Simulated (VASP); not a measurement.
# AlRu (CsCl type) (Pm-3m) in VASP: notebook

The runs below take AlRu (CsCl type) through single point, relaxation of cell and atoms, with PBE.

All numbers are computed with VASP 6.6.1; they aren't measurements. Logs are shortened: lines on timing, memory, paths and dates and some standing lists are left out, and cuts for length are marked.

## Step 1: The cell of the first run

It takes space group Pm-3m (No. 221, cubic). The conventional cell has a = 3.004 Å, b = 3.004 Å, c = 3.004 Å, α = 90.00°, β = 90.00°, γ = 90.00°. Within 3.4 Å of Ru (site symmetry m-3m) lie 8 Al at 2.60 Å and 6 Ru at 3.00 Å. Within 3.4 Å of Al (site symmetry m-3m) lie 8 Ru at 2.60 Å and 6 Al at 3.00 Å.

## Step 2: Single point, PBE

INCAR

```
PREC = Accurate ; ENCUT = 520
EDIFF = 1E-6 ; ISMEAR = -1
SIGMA = 0.1 ; LREAL = False
LASPH = True ; NELM = 100
ALGO = Normal ; ISIF = 2
LWAVE = False ; LCHARG = False
GGA = PE ; NBANDS = 16
```

KPOINTS

```
regular mesh
0
Gamma
  15 15 15
```

POSCAR

```
AlRu
1.0
    3.0043569641      0.0000000000      0.0000000000
    0.0000000000      3.0043569641      0.0000000000
    0.0000000000      0.0000000000      3.0043569641
Ru Al
1 1
Direct
    0.0000000000      0.0000000000      0.0000000000
    0.5000000000      0.5000000000      0.5000000000
```

Potentials or basis: VASP PAW PBE potentials, release 64 (Ru_pv, Al).

On the command line:

```console
cat potpaw_PBE.64/Ru_pv/POTCAR potpaw_PBE.64/Al/POTCAR > POTCAR
mpirun -np 1 vasp_std > vasp.out
```

OUTCAR:

```text
PREC = Accurate
   ENCUT = 520
   EDIFF = 1E-6
   ISMEAR = -1
   LREAL = False
   LASPH = True
   NELM = 100
   ISIF = 2
   GGA = PE

 ion  position               nearest neighbor table
   1  0.000  0.000  0.000-   2 2.60   2 2.60   2 2.60   2 2.60   2 2.60   2 2.60   2 2.60   2 2.60

   2  0.500  0.500  0.500-   1 2.60   1 2.60   1 2.60   1 2.60   1 2.60   1 2.60   1 2.60   1 2.60

  LATTYP: Found a simple cubic cell.
 ALAT       =     3.0043569641

  Lattice vectors:

 A1 = (   3.0043569641,   0.0000000000,   0.0000000000)
 A2 = (   0.0000000000,   3.0043569641,   0.0000000000)
 A3 = (   0.0000000000,   0.0000000000,   3.0043569641)

Analysis of symmetry for initial positions (statically):
=====================================================================
 Subroutine PRICEL returns:
 Original cell was already a primitive cell.

 Routine SETGRP: Setting up the symmetry group for a
 simple cubic supercell.

 Subroutine GETGRP returns: Found 48 space group operations
 (whereof 48 operations were pure point group operations)
 out of a pool of 48 trial point group operations.

The static configuration has the point symmetry O_h .

Analysis of symmetry for dynamics (positions and initial velocities):
=====================================================================
 Subroutine PRICEL returns:
 Original cell was already a primitive cell.

 Routine SETGRP: Setting up the symmetry group for a
 simple cubic supercell.

 Subroutine GETGRP returns: Found 48 space group operations
 (whereof 48 operations were pure point group operations)
 out of a pool of 48 trial point group operations.

The dynamic configuration has the point symmetry O_h .

 Subroutine INISYM returns: Found 48 space group operations
 (whereof 48 operations are pure point group operations),
 and found     1 'primitive' translations

----------------------------------------------------------------------------------------

                                     Primitive cell

  volume of cell :      27.1178

  direct lattice vectors                    reciprocal lattice vectors
     3.004356964  0.000000000  0.000000000     0.332849928  0.000000000  0.000000000
     0.000000000  3.004356964  0.000000000     0.000000000  0.332849928  0.000000000
     0.000000000  0.000000000  3.004356964     0.000000000  0.000000000  0.332849928

  length of vectors
     3.004356964  3.004356964  3.004356964     0.332849928  0.332849928  0.332849928

  position of ions in fractional coordinates (direct lattice)
     0.000000000  0.000000000  0.000000000
     0.500000000  0.500000000  0.500000000

  ion indices of the primitive-cell ions
   primitive index   ion index
                 1           1
                 2           2

----------------------------------------------------------------------------------------

 KPOINTS: regular mesh

Automatic generation of k-mesh.
 Grid dimensions read from file:
 generate k-points for:   15   15   15

 Generating k-lattice:

  Cartesian coordinates                     Fractional coordinates (reciprocal lattice)
     0.022189995  0.000000000  0.000000000     0.066666667  0.000000000  0.000000000
     0.000000000  0.022189995  0.000000000     0.000000000  0.066666667  0.000000000
     0.000000000  0.000000000  0.022189995     0.000000000  0.000000000  0.066666667

  Length of vectors
     0.022189995  0.022189995  0.022189995

  Shift w.r.t. Gamma in fractional coordinates (k-lattice)
     0.000000000  0.000000000  0.000000000

 Subroutine IBZKPT returns following result:
 ===========================================

 Found    120 irreducible k-points:

 Following reciprocal coordinates:
            Coordinates               Weight
  0.000000  0.000000  0.000000      1.000000
  0.066667  0.000000  0.000000      6.000000
  0.133333  0.000000  0.000000      6.000000
  0.200000  0.000000  0.000000      6.000000
  0.266667  0.000000  0.000000      6.000000
  0.333333  0.000000  0.000000      6.000000
[... 16 lines left out ...]
  0.266667  0.200000  0.000000     24.000000
  0.333333  0.200000  0.000000     24.000000
 [... further k-points ...]
   k-points           NKPTS =    120   k-points in BZ     NKDIM =    120   number of bands    NBANDS=     16
   number of dos      NEDOS =    301   number of ions     NIONS =      2
   total plane-waves  NPLWV =  13824
   dimension x,y,z NGX =    24 NGY =   24 NGZ =   24
   dimension x,y,z NGXF=    48 NGYF=   48 NGZF=   48
   ions per type =               1   1
   NGX,Y,Z   is equivalent  to a cutoff of  13.28, 13.28, 13.28 a.u.
   NGXF,Y,Z  is equivalent  to a cutoff of  26.56, 26.56, 26.56 a.u.
 SYSTEM =  unknown system
   PREC   = accura    normal or accurate (medium, high low for compatibility)
   ISTART =      0    job   : 0-new  1-cont  2-samecut
   ICHARG =      2    charge: 1-file 2-atom 10-const
   ISPIN  =      1    spin polarized calculation?
   LNONCOLLINEAR =      F non collinear calculations
   LSORBIT =      F    spin-orbit coupling
   LASPH  =      T    aspherical Exc in radial PAW
   ENCUT  =  520.0 eV  38.22 Ry    6.18 a.u.   5.59  5.59  5.59*2*pi/ulx,y,z
   NELM   =    100;   NELMIN=  2; NELMDL= -5     # of ELM steps
   EDIFF  = 0.1E-05   stopping-criterion for ELM
   LREAL  =      F    real-space projection
   EDIFFG = 0.1E-04   stopping-criterion for IOM
   NSW    =      0    number of steps for IOM
   IBRION =     -1    ionic relax: 0-MD 1-quasi-New 2-CG
   NFREE  =      0    steps in history (QN), initial steepest desc. (CG)
   ISIF   =      2    stress and relaxation
   ISYM   =      2    0-nonsym 1-usesym 2-fastsym
   POTIM  = 0.5000    time-step for ionic-motion
   TEBEG  =    0.0;   TEEND  =   0.0 temperature during run
   PSTRESS=    0.0 pullay stress
   NELECT =      17.0000    total number of electrons
   NUPDOWN=      -1.0000    fix difference up-down
   EMIN   =  10.00;   EMAX   =-10.00  energy-range for DOS
   EFERMI =   0.00;   METHOD = LEGACY
   ISMEAR =    -1;   SIGMA  =   0.10  broadening in eV -4-tet -1-fermi 0-gaus
   EFERMI_NEDOS =   21; number of points for ismear=-14 and -15
   IALGO  =     38    algorithm
   IMIX   =      4    mixing-type and parameters
     AMIX     =   0.40;   BMIX     =  1.00
     AMIX_MAG =   1.60;   BMIX_MAG =  1.00
  volume/ion in A,a.u.               =      13.56        91.50
  Fermi-wavevector in a.u.,A,eV,Ry     =   1.401112  2.647718 26.709810  1.963116
  Thomas-Fermi vector in A             =   2.524006
   LORBIT       =      0    0 simple, 1 ext, 2 COOP (PROOUT), +10 PAW based schemes
   GGA     = PE    functional components
   LHFCALC =     F    Hartree Fock is set to
   AEXX    =    0.0000 exact exchange contribution
   IVDW    =     0    specifies the selected vdW correction
   LEPSILON=     F    determine dielectric tensor
   LRPA    =     F    only Hartree local field effects (RPA)
 non-spin polarized calculation
  energy-cutoff  :      520.00
  volume of cell :       27.12
 maximum number of plane-waves:       743
 NGX is ok and might be reduce to    24

 number of electron      16.9999996 magnetization

 Free energy of the ion-electron system (eV)
  ---------------------------------------------------
  ext. energy  EPLUGINS =         0.00000000
  ---------------------------------------------------
  free energy    TOTEN  =       -14.28768537 eV

  energy without entropy =      -14.23755132  energy(sigma->0) =      -14.26261835

 E-fermi :  10.5512     XC(G=0): -12.5009

 val. band max:       10.5459115611   @ k =   0.4667   0.3333   0.1333
 cond. band min:      10.5587501745   @ k =   0.1333   0.0667   0.0667
 fundamental gap:      0.0128386134
 Fermi energy:        10.5512308476

 k-point     1 :       0.0000    0.0000    0.0000
  band No.  band energies     occupation
      1     -31.2240      2.00000
      2     -31.2240      2.00000
      3     -31.2240      2.00000
      4       0.9374      2.00000
      5       7.0426      2.00000
      6       7.0426      2.00000
[... 8 lines left out ...]
     15      22.6640      0.00000
     16      25.4038      0.00000

 k-point     2 :       0.0667    0.0000    0.0000
  band No.  band energies     occupation
      1     -31.2327      2.00000
      2     -31.2233      2.00000
      3     -31.2233      2.00000
      4       1.0219      2.00000
      5       7.0716      2.00000
      6       7.0722      2.00000
[... 8 lines left out ...]
     15      22.6643      0.00000
     16      25.6722      0.00000

 k-point     3 :       0.1333    0.0000    0.0000
  band No.  band energies     occupation
      1     -31.2573      2.00000
      2     -31.2212      2.00000
      3     -31.2212      2.00000
      4       1.2723      2.00000
      5       7.1374      2.00000
      6       7.1577      2.00000
[... 8 lines left out ...]
     15      22.6658      0.00000
     16      26.5227      0.00000

 k-point     4 :       0.2000    0.0000    0.0000
  band No.  band energies     occupation
      1     -31.2934      2.00000
      2     -31.2181      2.00000
      3     -31.2181      2.00000
      4       1.6790      2.00000
      5       7.1737      2.00000
      6       7.2887      2.00000
[... 8 lines left out ...]
     15      22.9425      0.00000
     16      27.8047      0.00000
[... 324 lines left out ...]
 k-point    22 :       0.2000    0.2000    0.0000
  band No.  band energies     occupation
      1     -31.2886      2.00000
      2     -31.2845      2.00000
      3     -31.2123      2.00000
      4       2.3677      2.00000
      5       7.3202      2.00000
      6       7.5767      2.00000
[... 8 lines left out ...]
     15      24.6764      0.00000
     16      25.5801      0.00000

 k-point    23 :       0.2667    0.2000    0.0000
  band No.  band energies     occupation
      1     -31.3273      2.00000
      2     -31.2824      2.00000
      3     -31.2087      2.00000
      4       2.8668      2.00000
      5       7.1985      2.00000
      6       7.7517      2.00000
[... 8 lines left out ...]
     15      24.5062      0.00000
     16      25.5170      0.00000

 k-point    24 :       0.3333    0.2000    0.0000
  band No.  band energies     occupation
      1     -31.3659      2.00000
      2     -31.2785      2.00000
      3     -31.2054      2.00000
      4       3.4633      2.00000
      5       6.8353      2.00000
      6       7.9289      2.00000
[... 8 lines left out ...]
     15      23.4077      0.00000
     16      25.1102      0.00000

 [... further k-points ...]

------------------------ aborting loop because EDIFF is reached ----------------------------------------

  FORCE on cell =-STRESS in cart. coord.  units (eV):
  Direction    XX          YY          ZZ          XY          YZ          ZX
  --------------------------------------------------------------------------------------
  -------------------------------------------------------------------------------------
  Total       -0.0004599     -0.0004599     -0.0004599      0.0000000      0.0000000     -0.0000000
  in kB       -0.0271733     -0.0271733     -0.0271733      0.0000000      0.0000000     -0.0000000
  external PRESSURE =      -0.0271733 kB  Pullay stress =       0.0000000 kB

 VOLUME and BASIS-vectors are now :
 -----------------------------------------------------------------------------
  energy-cutoff  :      520.00
  volume of cell :       27.12
      direct lattice vectors                 reciprocal lattice vectors
     3.004356964  0.000000000  0.000000000     0.332849928  0.000000000  0.000000000
     0.000000000  3.004356964  0.000000000     0.000000000  0.332849928  0.000000000
     0.000000000  0.000000000  3.004356964     0.000000000  0.000000000  0.332849928

 POSITION                                       TOTAL-FORCE (eV/Angst)
 -----------------------------------------------------------------------------------
      0.00000      0.00000      0.00000         0.000000      0.000000      0.000000
      1.50218      1.50218      1.50218         0.000000      0.000000      0.000000
 -----------------------------------------------------------------------------------
    total drift:                                0.000000      0.000000      0.000000

  FREE ENERGIE OF THE ION-ELECTRON SYSTEM (eV)
  ---------------------------------------------------
  free  energy   TOTEN  =       -14.2876853722 eV

  energy  without entropy=      -14.2375513240  energy(sigma->0) =      -14.26261835
```

Run time: 12 s. Hardware: 1 thread of Intel Xeon 6975P-C (Granite Rapids), shared host; peak memory 0.17 GiB.

What came out:

- Free energy: -14.2877 eV
- Pressure: 0.0 GPa
- Band gap on the k mesh: zero (an odd number of electrons rules out a gap without spin polarisation)

## Step 3: Relaxation of cell and atoms, PBE

This run uses another cell than the first one, of 12.55 Å³/atom.

INCAR

```
ALGO = Normal
EDIFF = 1E-6
EDIFFG = -0.005
ENCUT = 600
GGA = PE
IBRION = 2
ISIF = 3
ISMEAR = -1
LASPH = True
LCHARG = False
LREAL = False
LWAVE = False
NELM = 80
NSW = 60
PREC = Accurate
SIGMA = 0.1
```

KPOINTS

```
k-points
0
Gamma
  15 15 15
```

POSCAR

```
AlRu
1.0
    2.9282441582      0.0000000000      0.0000000000
    0.0000000000      2.9282441582      0.0000000000
    0.0000000000      0.0000000000      2.9282441582
Ru Al
1 1
Direct
    0.0000000000      0.0000000000      0.0000000000
    0.5000000000      0.5000000000      0.5000000000
```

Potentials or basis: VASP PAW PBE potentials, release 64 (Ru_pv, Al).

On the command line:

```console
cat potpaw_PBE.64/Ru_pv/POTCAR potpaw_PBE.64/Al/POTCAR > POTCAR
mpirun -np 1 vasp_std > vasp.out
```

Wall time 29 s (1 thread of Intel Xeon 6975P-C (Granite Rapids), shared host); peak memory 0.18 GiB.

It converged, with:

* Free energy: -14.2865 eV
* Relaxed volume: 13.56 Å³/atom
* Relaxed cell: a = 3.004 Å, b = 3.004 Å, c = 3.004 Å, α = 90.00°, β = 90.00°, γ = 90.00°
* Space group after relaxing (to 0.1 Å): Pm-3m (No. 221)
* Energy gained by relaxing: 54.0 meV/atom
* Ionic steps: 4
* Pressure after relaxing: 0.0 GPa
* Band gap on the k mesh: zero (an odd number of electrons rules out a gap without spin polarisation)

Step by step:
```tsv
step	energy change (eV)	largest force (eV/Å)	pressure (GPa)	volume (Å³)
1	0.0000	0.0000	18.52	25.11
2	0.1390	0.0000	-19.32	30.76
3	-0.1078	0.0000	-0.54	27.19
4	-0.1080	0.0000	-0.02	27.12
```

Final structure:
```
CELL_PARAMETERS angstrom
3.00446 0.00000 0.00000
0.00000 3.00446 0.00000
0.00000 0.00000 3.00446
ATOMIC_POSITIONS crystal
Ru 0.00000 0.00000 0.00000
Al 0.50000 0.50000 0.50000
```

Levels at points of the mesh, in eV from the Fermi level:
```tsv
k point	band 5	band 6	band 7	band 8	band 9	band 10	band 11	band 12
(0.00, 0.00, 0.00)	-3.51	-3.51	0.16	0.16	0.16	6.00	6.00	6.00
```

## Step 4: Single point, PBE

This run uses another cell than the first one: it holds 4 atoms, not 2.

INCAR

```
ALGO = Normal ; EDIFF = 1E-6
ENCUT = 520 ; GGA = PE
ISIF = 2 ; ISMEAR = -1
LASPH = True ; LCHARG = False
LREAL = False ; LWAVE = False
NBANDS = 25 ; NELM = 80
PREC = Accurate ; SIGMA = 0.1
```

KPOINTS

```
k-points
0
Gamma
  12 9 9
```

POSCAR

```
AlRu
1.0
    0.0000000000      0.0000000000      3.0043569641
    3.0043569641     -3.0043569641      0.0000000000
    3.0043569641      3.0043569641      0.0000000000
Ru Al
2 2
Direct
    0.0000000000      0.0000000000      0.0000000000
    0.0000000000      0.5000000000      0.5000000000
    0.5000000000      0.5000000000      0.0000000000
    0.5000000000      0.0000000000      0.5000000000
```

On the command line:

```console
cat potpaw_PBE.64/Ru_pv/POTCAR potpaw_PBE.64/Al/POTCAR > POTCAR
mpirun -np 1 vasp_std > vasp.out
```

Run time: 33 s. Hardware: 1 thread of Intel Xeon 6975P-C (Granite Rapids), shared host; peak memory 0.24 GiB.

Results (log left out):

```yaml
Free_energy: -28.5757 eV
Pressure: 0.0 GPa
Band_gap_on_the_k_mesh: zero (bands 17 and 18 overlap by 2.68 eV)
```

Levels at points of the mesh, in eV from the Fermi level:
| k point | band 13 | band 14 | band 15 | band 16 | band 17 | band 18 | band 19 | band 20 | band 21 | band 22 |
| --- | --- | --- | --- | --- | --- | --- | --- | --- | --- | --- |
| (0.00, 0.00, 0.00) | -1.36 | -1.15 | -1.15 | 0.17 | 0.17 | 0.17 | 1.50 | 5.23 | 6.01 | 6.01 |
| (0.50, 0.00, 0.00) | -1.58 | -1.58 | 0.41 | 1.59 | 1.59 | 2.24 | 2.49 | 4.10 | 4.10 | 4.11 |

## Step 5: Summary

| task | cell | k mesh | cutoff (eV) | gap on the mesh (eV) | pressure (GPa) |
| --- | --- | --- | --- | --- | --- |
| single point | a = 3.004 Å, 2 atoms, atomic positions A | 15 × 15 × 15 | 520 | none | 0.0 |
| relaxation of cell and atoms | relaxed from a = 2.928 Å, 2 atoms, atomic positions A | 15 × 15 × 15 | 600 | none | 0.0 |
| single point | a = 3.004, b = 4.249, c = 4.249 Å, 4 atoms, atomic positions B | 12 × 9 × 9 | 520 | none | 0.0 |

Alike in all rows: level PBE; potentials or basis VASP PAW PBE potentials, release 64 (Ru_pv, Al); no spin polarisation; smearing fermi-dirac 0.1 eV.

Absolute energies hang on the potentials; compare differences alone.
